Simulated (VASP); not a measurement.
# BRu3 (Pm-3n) in VASP: a series of runs

The runs below take BRu3 through single point, relaxation of cell and atoms, with PBE.

All numbers are computed with VASP 6.6.1; they aren't measurements. Logs are shortened: lines on timing, memory, paths and dates and some standing lists are left out, and cuts for length are marked.

## Step 1: The cell of the first run

The structure is cubic, space group Pm-3n (No. 223). Conventional cell: a = 4.645 Å, b = 4.645 Å, c = 4.645 Å, α = 90.00°, β = 90.00°, γ = 90.00°. Within 3.4 Å of B (site symmetry m-3) lie 12 Ru at 2.60 Å. Ru (site symmetry -4m2) has 10 Ru at 2.32 to 2.84 Å and 4 B at 2.60 Å within 3.1 Å.

## Step 2: Single point, PBE

Contents of INCAR:

```
SYSTEM = BRu3
  ALGO = Normal
  EDIFF = 1E-6
  ENCUT = 500
  GGA = PE
  GGA_COMPAT = .False.
  ISIF = 2
  ISMEAR = 0
  LASPH = .True.
  LCHARG = .False.
  LREAL = .False.
  LWAVE = .False.
  NBANDS = 55
  NELM = 120
  PREC = Accurate
  SIGMA = 0.1
```

Contents of KPOINTS:

```
k-points
0
Gamma
  8 8 8
  0 0 0
```

Contents of POSCAR:

```
BRu3
1.0
    4.6453959234      0.0000000000      0.0000000000
    0.0000000000      4.6453959234      0.0000000000
    0.0000000000      0.0000000000      4.6453959234
B Ru
2 6
Direct
    0.0000000000      0.0000000000      0.0000000000
    0.5000000000      0.5000000000      0.5000000000
    0.2500000000      0.0000000000      0.5000000000
    0.5000000000      0.7500000000      0.0000000000
    0.7500000000      0.0000000000      0.5000000000
    0.5000000000      0.2500000000      0.0000000000
    0.0000000000      0.5000000000      0.7500000000
    0.0000000000      0.5000000000      0.2500000000
```

Potentials or basis: VASP PAW PBE potentials, release 64 (B, Ru_pv).

On the command line:

```sh
$ cat potpaw_PBE.64/B/POTCAR potpaw_PBE.64/Ru_pv/POTCAR > POTCAR
$ mpirun -np 1 vasp_std > vasp.out
```

OUTCAR:

```text
SYSTEM = BRu3
   EDIFF = 1E-6
   ENCUT = 500
   GGA = PE
   ISIF = 2
   ISMEAR = 0
   LASPH = .True.
   LREAL = .False.
   NELM = 120
   PREC = Accurate

 ion  position               nearest neighbor table
   1  0.000  0.000  0.000-   3 2.60   4 2.60   5 2.60   6 2.60   7 2.60   8 2.60   3 2.60   5 2.60
                             7 2.60   8 2.60   4 2.60   6 2.60
   2  0.500  0.500  0.500-   3 2.60   4 2.60   5 2.60   6 2.60   7 2.60   8 2.60   4 2.60   6 2.60
                             3 2.60   5 2.60   7 2.60   8 2.60
   3  0.250  0.000  0.500-   5 2.32   5 2.32   1 2.60   1 2.60   2 2.60   2 2.60   8 2.84   4 2.84
                             4 2.84   6 2.84   6 2.84   7 2.84   8 2.84   7 2.84
   4  0.500  0.750  0.000-   6 2.32   6 2.32   1 2.60   2 2.60   2 2.60   1 2.60   8 2.84   5 2.84
                             3 2.84   5 2.84   3 2.84   7 2.84   7 2.84   8 2.84
   5  0.750  0.000  0.500-   3 2.32   3 2.32   1 2.60   1 2.60   2 2.60   2 2.60   8 2.84   4 2.84
                             4 2.84   6 2.84   6 2.84   7 2.84   8 2.84   7 2.84
   6  0.500  0.250  0.000-   4 2.32   4 2.32   1 2.60   2 2.60   2 2.60   1 2.60   8 2.84   3 2.84
                             3 2.84   5 2.84   5 2.84   7 2.84   7 2.84   8 2.84
   7  0.000  0.500  0.750-   8 2.32   8 2.32   1 2.60   2 2.60   1 2.60   2 2.60   3 2.84   4 2.84
                             5 2.84   3 2.84   5 2.84   6 2.84   4 2.84   6 2.84
   8  0.000  0.500  0.250-   7 2.32   7 2.32   1 2.60   2 2.60   1 2.60   2 2.60   3 2.84   4 2.84
                             5 2.84   3 2.84   5 2.84   6 2.84   4 2.84   6 2.84

  LATTYP: Found a simple cubic cell.
 ALAT       =     4.6453959234

  Lattice vectors:

 A1 = (   4.6453959234,   0.0000000000,   0.0000000000)
 A2 = (   0.0000000000,   4.6453959234,   0.0000000000)
 A3 = (   0.0000000000,   0.0000000000,   4.6453959234)

Analysis of symmetry for initial positions (statically):
=====================================================================
 Subroutine PRICEL returns:
 Original cell was already a primitive cell.

 Routine SETGRP: Setting up the symmetry group for a
 simple cubic supercell.

 Subroutine GETGRP returns: Found 48 space group operations
 (whereof 24 operations were pure point group operations)
 out of a pool of 48 trial point group operations.

The static configuration has the point symmetry T_h .
 The point group associated with its full space group is O_h .

Analysis of symmetry for dynamics (positions and initial velocities):
=====================================================================
 Subroutine PRICEL returns:
 Original cell was already a primitive cell.

 Routine SETGRP: Setting up the symmetry group for a
 simple cubic supercell.

 Subroutine GETGRP returns: Found 48 space group operations
 (whereof 24 operations were pure point group operations)
 out of a pool of 48 trial point group operations.

The dynamic configuration has the point symmetry T_h .
 The point group associated with its full space group is O_h .

 Subroutine INISYM returns: Found 48 space group operations
 (whereof 24 operations are pure point group operations),
 and found     1 'primitive' translations

----------------------------------------------------------------------------------------

                                     Primitive cell

  volume of cell :     100.2463

  direct lattice vectors                    reciprocal lattice vectors
     4.645395923  0.000000000  0.000000000     0.215266904  0.000000000  0.000000000
     0.000000000  4.645395923  0.000000000     0.000000000  0.215266904  0.000000000
     0.000000000  0.000000000  4.645395923     0.000000000  0.000000000  0.215266904

  length of vectors
     4.645395923  4.645395923  4.645395923     0.215266904  0.215266904  0.215266904

  position of ions in fractional coordinates (direct lattice)
     0.000000000  0.000000000  0.000000000
     0.500000000  0.500000000  0.500000000
     0.250000000  0.000000000  0.500000000
     0.500000000  0.750000000  0.000000000
     0.750000000  0.000000000  0.500000000
     0.500000000  0.250000000  0.000000000
     0.000000000  0.500000000  0.750000000
     0.000000000  0.500000000  0.250000000

  ion indices of the primitive-cell ions
   primitive index   ion index
                 1           1
                 2           2
                 3           3
                 4           4
                 5           5
                 6           6
                 7           7
                 8           8

----------------------------------------------------------------------------------------

 KPOINTS: k-points

Automatic generation of k-mesh.
 Grid dimensions read from file:
 generate k-points for:    8    8    8

 Generating k-lattice:

  Cartesian coordinates                     Fractional coordinates (reciprocal lattice)
     0.026908363  0.000000000  0.000000000     0.125000000  0.000000000  0.000000000
     0.000000000  0.026908363  0.000000000     0.000000000  0.125000000  0.000000000
     0.000000000  0.000000000  0.026908363     0.000000000  0.000000000  0.125000000

  Length of vectors
     0.026908363  0.026908363  0.026908363

  Shift w.r.t. Gamma in fractional coordinates (k-lattice)
     0.000000000  0.000000000  0.000000000

 Subroutine IBZKPT returns following result:
 ===========================================

 Found     35 irreducible k-points:

 Following reciprocal coordinates:
            Coordinates               Weight
  0.000000  0.000000  0.000000      1.000000
  0.125000  0.000000  0.000000      6.000000
  0.250000  0.000000  0.000000      6.000000
  0.375000  0.000000  0.000000      6.000000
  0.500000  0.000000  0.000000      3.000000
  0.125000  0.125000  0.000000     12.000000
[... 16 lines left out ...]
  0.375000  0.375000  0.125000     24.000000
  0.500000  0.375000  0.125000     24.000000
 [... further k-points ...]
   k-points           NKPTS =     35   k-points in BZ     NKDIM =     35   number of bands    NBANDS=     55
   number of dos      NEDOS =    301   number of ions     NIONS =      8
   total plane-waves  NPLWV =  46656
   dimension x,y,z NGX =    36 NGY =   36 NGZ =   36
   dimension x,y,z NGXF=    72 NGYF=   72 NGZF=   72
   ions per type =               2   6
   NGX,Y,Z   is equivalent  to a cutoff of  12.88, 12.88, 12.88 a.u.
   NGXF,Y,Z  is equivalent  to a cutoff of  25.77, 25.77, 25.77 a.u.
 SYSTEM =  BRu3
   PREC   = accura    normal or accurate (medium, high low for compatibility)
   ISTART =      0    job   : 0-new  1-cont  2-samecut
   ICHARG =      2    charge: 1-file 2-atom 10-const
   ISPIN  =      1    spin polarized calculation?
   LNONCOLLINEAR =      F non collinear calculations
   LSORBIT =      F    spin-orbit coupling
   LASPH  =      T    aspherical Exc in radial PAW
   ENCUT  =  500.0 eV  36.75 Ry    6.06 a.u.   8.47  8.47  8.47*2*pi/ulx,y,z
   NELM   =    120;   NELMIN=  2; NELMDL= -5     # of ELM steps
   EDIFF  = 0.1E-05   stopping-criterion for ELM
   LREAL  =      F    real-space projection
   EDIFFG = 0.1E-04   stopping-criterion for IOM
   NSW    =      0    number of steps for IOM
   IBRION =     -1    ionic relax: 0-MD 1-quasi-New 2-CG
   NFREE  =      0    steps in history (QN), initial steepest desc. (CG)
   ISIF   =      2    stress and relaxation
   ISYM   =      2    0-nonsym 1-usesym 2-fastsym
   POTIM  = 0.5000    time-step for ionic-motion
   TEBEG  =    0.0;   TEEND  =   0.0 temperature during run
   PSTRESS=    0.0 pullay stress
   NELECT =      90.0000    total number of electrons
   NUPDOWN=      -1.0000    fix difference up-down
   EMIN   =  10.00;   EMAX   =-10.00  energy-range for DOS
   EFERMI =   0.00;   METHOD = LEGACY
   ISMEAR =     0;   SIGMA  =   0.10  broadening in eV -4-tet -1-fermi 0-gaus
   EFERMI_NEDOS =   21; number of points for ismear=-14 and -15
   IALGO  =     38    algorithm
   IMIX   =      4    mixing-type and parameters
     AMIX     =   0.40;   BMIX     =  1.00
     AMIX_MAG =   1.60;   BMIX_MAG =  1.00
  volume/ion in A,a.u.               =      12.53        84.56
  Fermi-wavevector in a.u.,A,eV,Ry     =   1.579306  2.984455 33.935749  2.494207
  Thomas-Fermi vector in A             =   2.679705
   LORBIT       =      0    0 simple, 1 ext, 2 COOP (PROOUT), +10 PAW based schemes
   GGA     = PE    functional components
   LHFCALC =     F    Hartree Fock is set to
   AEXX    =    0.0000 exact exchange contribution
   IVDW    =     0    specifies the selected vdW correction
   LEPSILON=     F    determine dielectric tensor
   LRPA    =     F    only Hartree local field effects (RPA)
 non-spin polarized calculation
 Gauss-broadening in eV      SIGMA  =   0.10
  energy-cutoff  :      500.00
  volume of cell :      100.25
 maximum number of plane-waves:      2564
 NGX is ok and might be reduce to    36
   NGX = 17   NGY = 17   NGZ = 17

 number of electron      90.0000038 magnetization

 Free energy of the ion-electron system (eV)
  ---------------------------------------------------
  ext. energy  EPLUGINS =         0.00000000
  ---------------------------------------------------
  free energy    TOTEN  =       -63.30761505 eV

  energy without entropy =      -63.26220348  energy(sigma->0) =      -63.28490927

 E-fermi :  11.7827     XC(G=0): -13.5202

 val. band max:       11.7543160479   @ k =   0.3750   0.1250   0.0000
 cond. band min:      11.7928418338   @ k =   0.5000   0.1250   0.1250
 fundamental gap:      0.0385257859
 Fermi energy:        11.7826503109

 k-point     1 :       0.0000    0.0000    0.0000
  band No.  band energies     occupation
      1     -32.7597      2.00000
      2     -32.7597      2.00000
      3     -32.5979      2.00000
      4     -31.6613      2.00000
      5     -31.6613      2.00000
      6     -31.6613      2.00000
[... 47 lines left out ...]
     54      14.8184      0.00000
     55      14.8184      0.00000

 k-point     2 :       0.1250    0.0000    0.0000
  band No.  band energies     occupation
      1     -32.7570      2.00000
      2     -32.7229      2.00000
      3     -32.5709      2.00000
      4     -31.6589      2.00000
      5     -31.6589      2.00000
      6     -31.6445      2.00000
[... 47 lines left out ...]
     54      14.7110      0.00000
     55      14.7110      0.00000

 k-point     3 :       0.2500    0.0000    0.0000
  band No.  band energies     occupation
      1     -32.7488      2.00000
      2     -32.6934      2.00000
      3     -32.4158      2.00000
      4     -31.6532      2.00000
      5     -31.6532      2.00000
      6     -31.5974      2.00000
[... 1152 lines left out ...]
 k-point    23 :       0.3750    0.3750    0.1250
  band No.  band energies     occupation
      1     -32.6526      2.00000
      2     -32.1795      2.00000
      3     -32.1067      2.00000
      4     -31.5728      2.00000
      5     -31.5547      2.00000
      6     -31.5444      2.00000
[... 47 lines left out ...]
     54      14.3615      0.00000
     55      14.5579      0.00000

 k-point    24 :       0.5000    0.3750    0.1250
  band No.  band energies     occupation
      1     -32.6529      2.00000
      2     -32.1494      2.00000
      3     -31.7939      2.00000
      4     -31.7626      2.00000
      5     -31.5517      2.00000
      6     -31.5332      2.00000
[... 47 lines left out ...]
     54      14.2727      0.00000
     55      14.6718      0.00000

 [... further k-points ...]

------------------------ aborting loop because EDIFF is reached ----------------------------------------

  FORCE on cell =-STRESS in cart. coord.  units (eV):
  Direction    XX          YY          ZZ          XY          YZ          ZX
  --------------------------------------------------------------------------------------
  -------------------------------------------------------------------------------------
  Total        0.0859060      0.0859060      0.0859060     -0.0000000     -0.0000000      0.0000000
  in kB        1.3729845      1.3729845      1.3729845     -0.0000000     -0.0000000      0.0000000
  external PRESSURE =       1.3729845 kB  Pullay stress =       0.0000000 kB

 VOLUME and BASIS-vectors are now :
 -----------------------------------------------------------------------------
  energy-cutoff  :      500.00
  volume of cell :      100.25
      direct lattice vectors                 reciprocal lattice vectors
     4.645395923  0.000000000  0.000000000     0.215266904  0.000000000  0.000000000
     0.000000000  4.645395923  0.000000000     0.000000000  0.215266904  0.000000000
     0.000000000  0.000000000  4.645395923     0.000000000  0.000000000  0.215266904

 POSITION                                       TOTAL-FORCE (eV/Angst)
 -----------------------------------------------------------------------------------
      0.00000      0.00000      0.00000        -0.000000     -0.000000     -0.000000
      2.32270      2.32270      2.32270        -0.000000     -0.000000     -0.000000
      1.16135      0.00000      2.32270        -0.000000      0.000000      0.000000
      2.32270      3.48405      0.00000         0.000000     -0.000000      0.000000
      3.48405      0.00000      2.32270         0.000000     -0.000000     -0.000000
      2.32270      1.16135      0.00000        -0.000000     -0.000000     -0.000000
      0.00000      2.32270      3.48405         0.000000      0.000000      0.000000
      0.00000      2.32270      1.16135        -0.000000     -0.000000     -0.000000
 -----------------------------------------------------------------------------------
    total drift:                                0.000000      0.000000     -0.000000

  FREE ENERGIE OF THE ION-ELECTRON SYSTEM (eV)
  ---------------------------------------------------
  free  energy   TOTEN  =       -63.3076150518 eV

  energy  without entropy=      -63.2622034846  energy(sigma->0) =      -63.28490927
```

Run time: 2.7 min. Hardware: 1 thread of Intel Xeon 6975P-C, shared host; peak memory 0.29 GiB.

Results:

```yaml
Free_energy: -63.3076 eV
Pressure: 0.1 GPa
Band_gap_on_the_k_mesh: zero (band 45 reaches 12.58 eV, above the bottom of band 46 at 11.24 eV)
```

## Step 3: Relaxation of cell and atoms, PBE

This run uses another cell than the first one, of 11.24 Å³/atom, 0.897 times its volume.

Contents of INCAR:

```
SYSTEM = BRu3
ALGO     = Normal         ! electronic algorithm
EDIFF    = 1E-7           ! SCF threshold, eV
EDIFFG   = -0.04          ! ionic threshold
ENCUT    = 500            ! plane-wave cutoff, eV
GGA      = PE             ! functional
GGA_COMPAT= .False.      
IBRION   = 2              ! ionic algorithm
ISIF     = 3              ! what is computed and relaxed
ISMEAR   = 0              ! smearing method
LASPH    = .True.         ! aspherical terms in the spheres
LCHARG   = .False.        ! write CHGCAR
LREAL    = .False.        ! projectors in reciprocal space
LWAVE    = .False.        ! write WAVECAR
NELM     = 120            ! most SCF steps
NELMIN   = 4            
NSW      = 90             ! ionic steps
PREC     = Accurate       ! precision mode
SIGMA    = 0.1            ! smearing width, eV
```

Contents of KPOINTS:

```
k-points
0
Gamma
  4 4 4
  0 0 0
```

Edit POSCAR of step 2 so:

```diff
@@ -2,5 +2,5 @@
 1.0
-    4.6453959234      0.0000000000      0.0000000000
-    0.0000000000      4.6453959234      0.0000000000
-    0.0000000000      0.0000000000      4.6453959234
+    4.4797115600      0.0000000000      0.0000000000
+    0.0000000000      4.4797115600      0.0000000000
+    0.0000000000      0.0000000000      4.4797115600
 B Ru
```

Potentials or basis: VASP PAW PBE potentials, release 64 (B, Ru_pv).

On the command line:

```sh
$ cat potpaw_PBE.64/B/POTCAR potpaw_PBE.64/Ru_pv/POTCAR > POTCAR
$ mpirun -np 1 vasp_std > vasp.out
```

It took 3.2 min on 1 thread of Intel Xeon 6975P-C, shared host; peak memory 0.22 GiB.

The run converged. Its results:

- Free energy: -63.3842 eV
- Relaxed volume: 12.49 Å³/atom
- Relaxed cell: a = 4.641 Å, b = 4.641 Å, c = 4.641 Å, α = 90.00°, β = 90.00°, γ = 90.00°
- Space group after relaxing (to 0.05 Å): Pm-3n (No. 223)
- Energy gained by relaxing: 131.0 meV/atom
- Ionic steps: 4
- Pressure after relaxing: -0.4 GPa
- Band gap on the k mesh: zero (band 45 reaches 12.62 eV, above the bottom of band 46 at 11.30 eV)

Step by step:
| step | energy change (eV) | largest force (eV/Å) | pressure (GPa) | volume (Å³) |
| --- | --- | --- | --- | --- |
| 1 | 0.0000 | 0.0000 | 37.43 | 89.90 |
| 2 | 3.4256 | 0.0000 | -39.07 | 128.56 |
| 3 | -1.0397 | 0.0000 | -2.75 | 100.81 |
| 4 | -1.0482 | 0.0000 | -0.40 | 99.95 |

Final structure:
```xyz
8
Lattice="4.6408 0.0000 0.0000 0.0000 4.6408 0.0000 0.0000 0.0000 4.6408" Properties=species:S:1:pos:R:3 pbc="T T T"
B     0.0000    0.0000    0.0000
B     2.3204    2.3204    2.3204
Ru    1.1602    0.0000    2.3204
Ru    2.3204    3.4806    0.0000
Ru    3.4806    0.0000    2.3204
Ru    2.3204    1.1602    0.0000
Ru    0.0000    2.3204    3.4806
Ru    0.0000    2.3204    1.1602
```

Levels at points of the mesh, in eV from the Fermi level:
```csv
k point,band 42,band 43,band 44,band 45,band 46,band 47
"(0.00, 0.00, 0.00)",0.33,0.33,0.66,0.66,0.66,0.66
"(0.50, 0.00, 0.00)",-0.73,-0.42,-0.42,0.20,0.20,1.02
"(0.50, 0.50, 0.00)",-1.83,-1.79,-1.71,-0.84,-0.63,-0.63
"(0.50, 0.50, 0.50)",-2.86,-0.60,-0.60,-0.60,-0.60,-0.60
```

## Step 4: Single point, PBE, collinear spin, ferromagnetic start

This run uses another cell than the first one, of 12.47 Å³/atom, 0.995 times its volume.

Contents of INCAR:

```
ALGO = Normal
EDIFF = 1E-6
ENCUT = 500
GGA = PE
GGA_COMPAT = F
ISIF = 2
ISMEAR = 0
ISPIN = 2
LASPH = T
LCHARG = T
LELF = T
LMAXMIX = 4
LORBIT = 11
LREAL = F
LVHAR = T
LWAVE = F
MAGMOM = 0 0 1 1 1 1 1 1
NBANDS = 59
NELM = 200
PREC = Accurate
SIGMA = 0.1
```

Contents of KPOINTS:

```
k-points
0
Gamma
  4 4 4
```

Edit POSCAR of step 3 so:

```diff
@@ -2,5 +2,5 @@
 1.0
-    4.4797115600      0.0000000000      0.0000000000
-    0.0000000000      4.4797115600      0.0000000000
-    0.0000000000      0.0000000000      4.4797115600
+    4.6373626543      0.0000000000      0.0000000000
+    0.0000000000      4.6373626543      0.0000000000
+    0.0000000000      0.0000000000      4.6373626543
 B Ru
```

On the command line:

```sh
$ cat potpaw_PBE.64/B/POTCAR potpaw_PBE.64/Ru_pv/POTCAR > POTCAR
$ mpirun -np 1 vasp_std > vasp.out
```

It took 98 s on 1 thread of Intel Xeon 6975P-C, shared host; peak memory 0.28 GiB.

It converged, with:

| Quantity | Value |
| --- | --- |
| Free energy | -63.3910 eV |
| Pressure | 0.2 GPa |
| Band gap on the k mesh | zero (filled and empty bands overlap) |
| Net moment | 0.00 μB per cell |
| Valence electrons inside the program's atomic spheres | B 1.49; Ru 12.72 |

Levels at points of the mesh, in eV from the Fermi level:
Spin up:
| k point | band 42 | band 43 | band 44 | band 45 | band 46 | band 47 |
| --- | --- | --- | --- | --- | --- | --- |
| (0.00, 0.00, 0.00) | 0.33 | 0.33 | 0.67 | 0.67 | 0.67 | 0.67 |
| (0.50, 0.00, 0.00) | -0.74 | -0.42 | -0.42 | 0.20 | 0.20 | 1.02 |
| (0.50, 0.50, 0.00) | -1.84 | -1.80 | -1.72 | -0.84 | -0.63 | -0.63 |
| (0.50, 0.50, 0.50) | -2.87 | -0.60 | -0.60 | -0.60 | -0.60 | -0.60 |
Spin down:
```csv
k point,band 42,band 43,band 44,band 45,band 46,band 47
"(0.00, 0.00, 0.00)",0.33,0.33,0.67,0.67,0.67,0.67
"(0.50, 0.00, 0.00)",-0.74,-0.42,-0.42,0.20,0.20,1.02
"(0.50, 0.50, 0.00)",-1.84,-1.80,-1.72,-0.84,-0.63,-0.63
"(0.50, 0.50, 0.50)",-2.87,-0.60,-0.60,-0.60,-0.60,-0.60
```

## Step 5: Summary

```tsv
task	spin	cell	k mesh	gap on the mesh (eV)	pressure (GPa)
single point	off	a = 4.645 Å, 8 atoms	8 × 8 × 8	none	0.1
relaxation of cell and atoms	off	relaxed from a = 4.480 Å, 8 atoms	4 × 4 × 4	none	-0.4
single point	collinear, ferromagnetic start	a = 4.637 Å, 8 atoms	4 × 4 × 4	none	0.2
```

Alike in all rows: level PBE; potentials or basis VASP PAW PBE potentials, release 64 (B, Ru_pv); cutoff (eV) 500; smearing gaussian 0.1 eV.

Total energies depend on the potentials used, so only differences within one code and one set of settings carry meaning.
